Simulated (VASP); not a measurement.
**Te2Mo: single point with PBEsol**

Te2Mo, a slab with vacuum:

```
Te Mo
1.0
     3.51227    0.00000    0.00000
    -1.75614    3.04172    0.00000
     0.00000    0.00000   24.47593
Te Mo
4 2
Cartesian
  0.0000 2.0278 5.4738
  1.7561 1.0139 22.5333
  1.7561 1.0139 19.0021
  0.0000 2.0278 1.9427
  1.7561 1.0139 3.7091
  0.0000 2.0278 20.7668
```

This cell differs from its parent crystal: volume scaled by 0.96.

```json
{
 "Program": "VASP 6.6.1",
 "Task": "single point",
 "Functional": "PBEsol",
 "Potentials or basis": "VASP PAW PBE potentials, release 64 (Te, Mo_sv)",
 "Cutoff": "520 eV",
 "k mesh": "9 × 9 × 2",
 "Occupations": "fermi-dirac, width 0.05 eV",
 "Spin": "no spin polarisation"
}
```

The largest force is 0.537 eV/Å and the band gap on the k mesh is 1.08 eV, direct.

Forces in eV/Å, atoms in the order of the input:
```
Te   0.000  0.000  0.478
Te   0.000  0.000  0.537
Te   0.000  0.000 -0.478
Te   0.000  0.000 -0.537
Mo   0.000  0.000 -0.006
Mo   0.000  0.000  0.006
```

Levels at points of the mesh, in eV from the valence-band top:
| k point | band 23 | band 24 | band 25 | band 26 | band 27 | band 28 | band 29 | band 30 |
| --- | --- | --- | --- | --- | --- | --- | --- | --- |
| (0.00, 0.00, 0.00) | -0.94 | -0.94 | -0.56 | -0.10 | 3.23 | 3.23 | 3.26 | 3.26 |
| (0.00, 0.00, 0.50) | -0.94 | -0.94 | -0.56 | -0.10 | 3.23 | 3.23 | 3.26 | 3.26 |

It took 3.7 min on 1 thread of Intel(R) Xeon(R) 6975P-C (Granite Rapids), with other jobs on the host, peak memory 0.47 GiB.

Caveat: the PAW data sets were made with another functional, which shifts forces and pressure a little; spin-orbit coupling is left out, which moves the levels of the heavy elements.
